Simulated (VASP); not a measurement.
# SrTiO3 (Pm-3m) in VASP: a series of runs

SrTiO3 is run at these levels: PBE; tasks: single point.

All numbers are computed with VASP 6.6.1; they aren't measurements. Logs are shortened: lines on timing, memory, paths and dates and some standing lists are left out, and cuts for length are marked.

## Step 1: The cell of the first run

It takes space group Pm-3m (No. 221, cubic). Conventional cell: a = 3.905 Å, b = 3.905 Å, c = 3.905 Å, α = 90.00°, β = 90.00°, γ = 90.00°. Sr (site symmetry m-3m) has 12 O at 2.76 Å and 8 Ti at 3.38 Å within 3.6 Å. Ti (site symmetry m-3m) has 6 O at 1.95 Å within 2.6 Å. O (site symmetry 4/mmm) has 2 Ti at 1.95 Å within 2.6 Å.

## Step 2: Single point, PBE, collinear spin, zero start

INCAR

```
SYSTEM = SrTiO3
  PREC = Accurate
  ENCUT = 600
  EDIFF = 1E-6
  ISMEAR = -1
  SIGMA = 0.1
  LREAL = .False.
  LASPH = .True.
  NELM = 200
  ALGO = Normal
  ISIF = 2
  LWAVE = .False.
  LCHARG = .False.
  ISPIN = 2
  MAGMOM = 0 0 0 0 0
  LORBIT = 11
  LMAXMIX = 4
  GGA = PE
  NBANDS = 32
  GGA_COMPAT = .False.
```

KPOINTS

```
regular mesh
0
Gamma
  3 3 3
  0 0 0
```

POSCAR

```
SrTiO3
1.0
    3.9050000000      0.0000000000      0.0000000000
    0.0000000000      3.9050000000      0.0000000000
    0.0000000000      0.0000000000      3.9050000000
Sr Ti O
1 1 3
Direct
    0.5000000000      0.5000000000      0.5000000000
    0.0000000000      0.0000000000      0.0000000000
    0.5000000000      0.0000000000      0.0000000000
    0.0000000000      0.5000000000      0.0000000000
    0.0000000000      0.0000000000      0.5000000000
```

Potentials or basis: VASP PAW PBE potentials, release 64 (Sr_sv, Ti_sv, O).

Command:

```
$ cat potpaw_PBE.64/Sr_sv/POTCAR potpaw_PBE.64/Ti_sv/POTCAR potpaw_PBE.64/O/POTCAR > POTCAR
$ mpirun -np 1 vasp_std > vasp.out
```

OUTCAR:

```text
SYSTEM = SrTiO3
   PREC = Accurate
   ENCUT = 600
   EDIFF = 1E-6
   ISMEAR = -1
   LREAL = .False.
   LASPH = .True.
   NELM = 200
   ISIF = 2
   ISPIN = 2
   LORBIT = 11
   GGA = PE

 ion  position               nearest neighbor table
   1  0.500  0.500  0.500-   3 2.76   4 2.76   5 2.76   3 2.76   4 2.76   3 2.76   5 2.76   3 2.76
                             4 2.76   5 2.76   4 2.76   5 2.76   2 3.38   2 3.38   2 3.38   2 3.38
   2  0.000  0.000  0.000-   3 1.95   4 1.95   5 1.95   5 1.95   4 1.95   3 1.95   1 3.38   1 3.38
                             1 3.38   1 3.38   1 3.38   1 3.38   1 3.38   1 3.38
   3  0.500  0.000  0.000-   2 1.95   2 1.95   1 2.76   1 2.76   1 2.76   1 2.76
   4  0.000  0.500  0.000-   2 1.95   2 1.95   1 2.76   1 2.76   1 2.76   1 2.76
   5  0.000  0.000  0.500-   2 1.95   2 1.95   1 2.76   1 2.76   1 2.76   1 2.76

  LATTYP: Found a simple cubic cell.
 ALAT       =     3.9050000000

  Lattice vectors:

 A1 = (   3.9050000000,   0.0000000000,   0.0000000000)
 A2 = (   0.0000000000,   3.9050000000,   0.0000000000)
 A3 = (   0.0000000000,   0.0000000000,   3.9050000000)

Analysis of symmetry for initial positions (statically):
=====================================================================
 Subroutine PRICEL returns:
 Original cell was already a primitive cell.

 Routine SETGRP: Setting up the symmetry group for a
 simple cubic supercell.

 Subroutine GETGRP returns: Found 48 space group operations
 (whereof 48 operations were pure point group operations)
 out of a pool of 48 trial point group operations.

The static configuration has the point symmetry O_h .

Analysis of symmetry for dynamics (positions and initial velocities):
=====================================================================
 Subroutine PRICEL returns:
 Original cell was already a primitive cell.

 Routine SETGRP: Setting up the symmetry group for a
 simple cubic supercell.

 Subroutine GETGRP returns: Found 48 space group operations
 (whereof 48 operations were pure point group operations)
 out of a pool of 48 trial point group operations.

The dynamic configuration has the point symmetry O_h .

Analysis of structural, dynamic, and magnetic symmetry:
=====================================================================
 Subroutine PRICEL returns:
 Original cell was already a primitive cell.

 Routine SETGRP: Setting up the symmetry group for a
 simple cubic supercell.

 Subroutine GETGRP returns: Found 48 space group operations
 (whereof 48 operations were pure point group operations)
 out of a pool of 48 trial point group operations.

The overall configuration has the point symmetry O_h .

 Subroutine INISYM returns: Found 48 space group operations
 (whereof 48 operations are pure point group operations),
 and found     1 'primitive' translations

----------------------------------------------------------------------------------------

                                     Primitive cell

  volume of cell :      59.5474

  direct lattice vectors                    reciprocal lattice vectors
     3.905000000  0.000000000  0.000000000     0.256081946  0.000000000  0.000000000
     0.000000000  3.905000000  0.000000000     0.000000000  0.256081946  0.000000000
     0.000000000  0.000000000  3.905000000     0.000000000  0.000000000  0.256081946

  length of vectors
     3.905000000  3.905000000  3.905000000     0.256081946  0.256081946  0.256081946

  position of ions in fractional coordinates (direct lattice)
     0.500000000  0.500000000  0.500000000
     0.000000000  0.000000000  0.000000000
     0.500000000  0.000000000  0.000000000
     0.000000000  0.500000000  0.000000000
     0.000000000  0.000000000  0.500000000

  ion indices of the primitive-cell ions
   primitive index   ion index
                 1           1
                 2           2
                 3           3
                 4           4
                 5           5

----------------------------------------------------------------------------------------

 KPOINTS: regular mesh

Automatic generation of k-mesh.
 Grid dimensions read from file:
 generate k-points for:    3    3    3

 Generating k-lattice:

  Cartesian coordinates                     Fractional coordinates (reciprocal lattice)
     0.085360649  0.000000000  0.000000000     0.333333333  0.000000000  0.000000000
     0.000000000  0.085360649  0.000000000     0.000000000  0.333333333  0.000000000
     0.000000000  0.000000000  0.085360649     0.000000000  0.000000000  0.333333333

  Length of vectors
     0.085360649  0.085360649  0.085360649

  Shift w.r.t. Gamma in fractional coordinates (k-lattice)
     0.000000000  0.000000000  0.000000000

 Subroutine IBZKPT returns following result:
 ===========================================

 Found      4 irreducible k-points:

 Following reciprocal coordinates:
            Coordinates               Weight
  0.000000  0.000000  0.000000      1.000000
  0.333333  0.000000  0.000000      6.000000
  0.333333  0.333333  0.000000     12.000000
  0.333333  0.333333  0.333333      8.000000
   k-points           NKPTS =      4   k-points in BZ     NKDIM =      4   number of bands    NBANDS=     32
   number of dos      NEDOS =    301   number of ions     NIONS =      5
   total plane-waves  NPLWV =  32768
   dimension x,y,z NGX =    32 NGY =   32 NGZ =   32
   dimension x,y,z NGXF=    64 NGYF=   64 NGZF=   64
   ions per type =               1   1   3
   NGX,Y,Z   is equivalent  to a cutoff of  13.62, 13.62, 13.62 a.u.
   NGXF,Y,Z  is equivalent  to a cutoff of  27.25, 27.25, 27.25 a.u.
 SYSTEM =  SrTiO3
   PREC   = accura    normal or accurate (medium, high low for compatibility)
   ISTART =      0    job   : 0-new  1-cont  2-samecut
   ICHARG =      2    charge: 1-file 2-atom 10-const
   ISPIN  =      2    spin polarized calculation?
   LNONCOLLINEAR =      F non collinear calculations
   LSORBIT =      F    spin-orbit coupling
   LASPH  =      T    aspherical Exc in radial PAW
   ENCUT  =  600.0 eV  44.10 Ry    6.64 a.u.   7.80  7.80  7.80*2*pi/ulx,y,z
   NELM   =    200;   NELMIN=  2; NELMDL= -5     # of ELM steps
   EDIFF  = 0.1E-05   stopping-criterion for ELM
   LREAL  =      F    real-space projection
   EDIFFG = 0.1E-04   stopping-criterion for IOM
   NSW    =      0    number of steps for IOM
   IBRION =     -1    ionic relax: 0-MD 1-quasi-New 2-CG
   NFREE  =      0    steps in history (QN), initial steepest desc. (CG)
   ISIF   =      2    stress and relaxation
   ISYM   =      2    0-nonsym 1-usesym 2-fastsym
   POTIM  = 0.5000    time-step for ionic-motion
   TEBEG  =    0.0;   TEEND  =   0.0 temperature during run
   PSTRESS=    0.0 pullay stress
   NELECT =      40.0000    total number of electrons
   NUPDOWN=      -1.0000    fix difference up-down
   EMIN   =  10.00;   EMAX   =-10.00  energy-range for DOS
   EFERMI =   0.00;   METHOD = LEGACY
   ISMEAR =    -1;   SIGMA  =   0.10  broadening in eV -4-tet -1-fermi 0-gaus
   EFERMI_NEDOS =   21; number of points for ismear=-14 and -15
   IALGO  =     38    algorithm
   IMIX   =      4    mixing-type and parameters
     AMIX     =   0.40;   BMIX     =  1.00
     AMIX_MAG =   1.60;   BMIX_MAG =  1.00
  volume/ion in A,a.u.               =      11.91        80.37
  Fermi-wavevector in a.u.,A,eV,Ry     =   1.433751  2.709397 27.968714  2.055642
  Thomas-Fermi vector in A             =   2.553235
   LORBIT       =     11    0 simple, 1 ext, 2 COOP (PROOUT), +10 PAW based schemes
   GGA     = PE    functional components
   LHFCALC =     F    Hartree Fock is set to
   AEXX    =    0.0000 exact exchange contribution
   IVDW    =     0    specifies the selected vdW correction
   LEPSILON=     F    determine dielectric tensor
   LRPA    =     F    only Hartree local field effects (RPA)
 spin polarized calculation
  energy-cutoff  :      600.00
  volume of cell :       59.55
 maximum number of plane-waves:      2003
 NGX is ok and might be reduce to    32
   NGX = 15   NGY = 15   NGZ = 15

 number of electron      39.9999979 magnetization      -0.0000001

 number of electron      39.9999979 magnetization       0.0000000

 Free energy of the ion-electron system (eV)
  ---------------------------------------------------
  ext. energy  EPLUGINS =         0.00000000
  ---------------------------------------------------
  free energy    TOTEN  =       -39.97791886 eV

  energy without entropy =      -39.97787730  energy(sigma->0) =      -39.97789808

 E-fermi :   4.9685     XC(G=0): -11.2708

 val. band max:        3.8674638882   @ k =   0.3333   0.3333   0.3333
 cond. band min:       5.9604518404   @ k =   0.0000   0.0000   0.0000
 fundamental gap:      2.0929879522
 Fermi energy:         4.9685222153

 spin component 1

 k-point     1 :       0.0000    0.0000    0.0000
  band No.  band energies     occupation
      1     -52.3905      1.00000
      2     -28.6314      1.00000
      3     -28.6314      1.00000
      4     -28.6314      1.00000
      5     -28.6176      1.00000
      6     -13.2455      1.00000
[... 129 lines left out ...]
     31      15.2599      0.00000
     32      17.4545      0.00000
 Fermi energy:         4.9685222153

 spin component 2

 k-point     1 :       0.0000    0.0000    0.0000
  band No.  band energies     occupation
      1     -52.3905      1.00000
      2     -28.6315      1.00000
      3     -28.6315      1.00000
      4     -28.6315      1.00000
      5     -28.6176      1.00000
      6     -13.2455      1.00000
[... 129 lines left out ...]
     31      15.2599      0.00000
     32      17.4545      0.00000

------------------------ aborting loop because EDIFF is reached ----------------------------------------

  FORCE on cell =-STRESS in cart. coord.  units (eV):
  Direction    XX          YY          ZZ          XY          YZ          ZX
  --------------------------------------------------------------------------------------
  -------------------------------------------------------------------------------------
  Total        1.8718478      1.8718478      1.8718478      0.0000000      0.0000000      0.0000000
  in kB       50.3637433     50.3637433     50.3637433      0.0000000      0.0000000      0.0000000
  external PRESSURE =      50.3637433 kB  Pullay stress =       0.0000000 kB

 VOLUME and BASIS-vectors are now :
 -----------------------------------------------------------------------------
  energy-cutoff  :      600.00
  volume of cell :       59.55
      direct lattice vectors                 reciprocal lattice vectors
     3.905000000  0.000000000  0.000000000     0.256081946  0.000000000  0.000000000
     0.000000000  3.905000000  0.000000000     0.000000000  0.256081946  0.000000000
     0.000000000  0.000000000  3.905000000     0.000000000  0.000000000  0.256081946

 POSITION                                       TOTAL-FORCE (eV/Angst)
 -----------------------------------------------------------------------------------
      1.95250      1.95250      1.95250         0.000000      0.000000      0.000000
      0.00000      0.00000      0.00000         0.000000      0.000000      0.000000
      1.95250      0.00000      0.00000         0.000000      0.000000      0.000000
      0.00000      1.95250      0.00000         0.000000      0.000000      0.000000
      0.00000      0.00000      1.95250         0.000000      0.000000      0.000000
 -----------------------------------------------------------------------------------
    total drift:                                0.000000      0.000000     -0.000000

  FREE ENERGIE OF THE ION-ELECTRON SYSTEM (eV)
  ---------------------------------------------------
  free  energy   TOTEN  =       -39.9779188603 eV

  energy  without entropy=      -39.9778772959  energy(sigma->0) =      -39.97789808

 total charge

# of ion       s       p       d       tot
------------------------------------------
    1        1.998   5.797   0.201   7.997
    2        2.228   6.329   1.741  10.299
    3        1.560   3.500   0.000   5.060
    4        1.560   3.500   0.000   5.060
    5        1.560   3.500   0.000   5.060
--------------------------------------------------
tot          8.906  22.627   1.943  33.475

 magnetization (x)

# of ion       s       p       d       tot
------------------------------------------
    1        0.000  -0.000   0.000  -0.000
    2        0.000   0.000  -0.000   0.000
    3       -0.000  -0.000   0.000  -0.000
    4       -0.000  -0.000   0.000  -0.000
    5       -0.000  -0.000   0.000  -0.000
--------------------------------------------------
tot         -0.000  -0.000   0.000  -0.000
```

Run time: 10 s. Hardware: 1 thread of Intel Xeon 6975P-C (Granite Rapids), shared host; peak memory 0.2 GiB.

Results:

| Quantity | Value |
| --- | --- |
| Free energy | -39.9779 eV |
| Pressure | 5.0 GPa |
| Band gap on the k mesh | 2.09 eV, indirect (least direct gap 2.13 eV) |
| Net moment | 0.00 μB per cell |
| Valence electrons inside the program's atomic spheres | Sr 8.00; Ti 10.30; O 5.06 |

Levels at points of the mesh, in eV from the valence-band top:
Spin up:
```tsv
k point	band 18	band 19	band 20	band 21	band 22	band 23
(0.00, 0.00, 0.00)	-0.04	-0.04	-0.04	2.09	2.09	2.09
```
Spin down:
| k point | band 16 | band 17 | band 18 | band 19 | band 20 | band 21 | band 22 | band 23 | band 24 | band 25 |
| --- | --- | --- | --- | --- | --- | --- | --- | --- | --- | --- |
| (0.00, 0.00, 0.00) | -0.85 | -0.85 | -0.04 | -0.04 | -0.04 | 2.09 | 2.09 | 2.09 | 4.53 | 4.53 |

Caveat: the k points lie up to 0.54 Å⁻¹ apart.

## Step 3: Single point, PBE, collinear spin, zero start

INCAR

```
ALGO = Normal
EDIFF = 1E-6
ENCUT = 600
GGA = PE
GGA_COMPAT = False
ISIF = 2
ISMEAR = -1
ISPIN = 2
LASPH = True
LCHARG = False
LMAXMIX = 4
LORBIT = 11
LREAL = False
LWAVE = False
MAGMOM = 0 0 0 0 0
NBANDS = 32
NELM = 200
PREC = Accurate
SIGMA = 0.1
```

KPOINTS

```
k-points
0
Gamma
  3 3 3
```

POSCAR is that of step 2.

Potentials or basis: VASP PAW PBE potentials, release 64 (Sr_sv, Ti_sv, O).

Command:

```
$ cat potpaw_PBE.64/Sr_sv/POTCAR potpaw_PBE.64/Ti_sv/POTCAR potpaw_PBE.64/O/POTCAR > POTCAR
$ mpirun -np 1 vasp_std > vasp.out
```

Wall time 10 s (1 thread of Intel Xeon 6975P-C (Granite Rapids), shared host); peak memory 0.2 GiB.

The run converged. Its results:

* Free energy: -39.9779 eV
* Pressure: 5.0 GPa
* Band gap on the k mesh: 2.09 eV, indirect (least direct gap 2.13 eV)
* Net moment: 0.00 μB per cell
* Valence electrons inside the program's atomic spheres: Sr 8.00; Ti 10.30; O 5.06

Levels at points of the mesh, in eV from the valence-band top:
Spin up:
```tsv
k point	band 18	band 19	band 20	band 21	band 22	band 23
(0.00, 0.00, 0.00)	-0.04	-0.04	-0.04	2.09	2.09	2.09
```
Spin down:
```tsv
k point	band 16	band 17	band 18	band 19	band 20	band 21	band 22	band 23	band 24	band 25
(0.00, 0.00, 0.00)	-0.85	-0.85	-0.04	-0.04	-0.04	2.09	2.09	2.09	4.53	4.53
```

Caveat: the k points lie up to 0.54 Å⁻¹ apart.
